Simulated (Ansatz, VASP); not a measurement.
## One calculation of LiSnH3, two programs

```
Li Sn H
1.0
     5.03892    0.00000    0.00000
    -2.51946    4.36384    0.00000
     0.00000    0.00000    4.50382
Li Sn H
2 2 6
Cartesian
  0.0000 0.0000 0.0000
  0.0000 0.0000 2.2519
  0.0000 2.9092 3.3779
  2.5195 1.4546 1.1260
  2.5195 2.8371 3.3779
  1.3222 0.7634 3.3779
  3.7167 0.7634 3.3779
  0.0000 1.5268 1.1260
  1.1972 3.6004 1.1260
  -1.1972 3.6004 1.1260
```

Alike in both runs: task relaxation of cell and atoms; functional PBE; k mesh 9 × 9 × 8; occupations gaussian, width 0.1 eV; no spin polarisation.

```csv
,VASP,Ansatz
version,VASP 6.6.1,Ansatz 0.2.0
potentials or method,"VASP PAW PBE potentials, release 64 (Li_sv, Sn_d, H), cutoff 600 eV","scalar-relativistic, plane waves, PAW"
valence electrons in the cell,40,40
```

|  | VASP | Ansatz | Ansatz less VASP |
| --- | --- | --- | --- |
| gap on the k mesh at the Fermi level, each at its own relaxed structure (eV) | none | none | - |
| relaxed volume (Å³/atom) | 9.98 | 9.98 | -0.002 |
| relaxed cell length with the largest relative difference (Å) | 4.431 | 4.430 | -0.0010 |

A gap of «none» marks a metal or a gap that the smearing closes.

Noted on VASP's run: the cutoff is short for stress, so the pressure is rough.
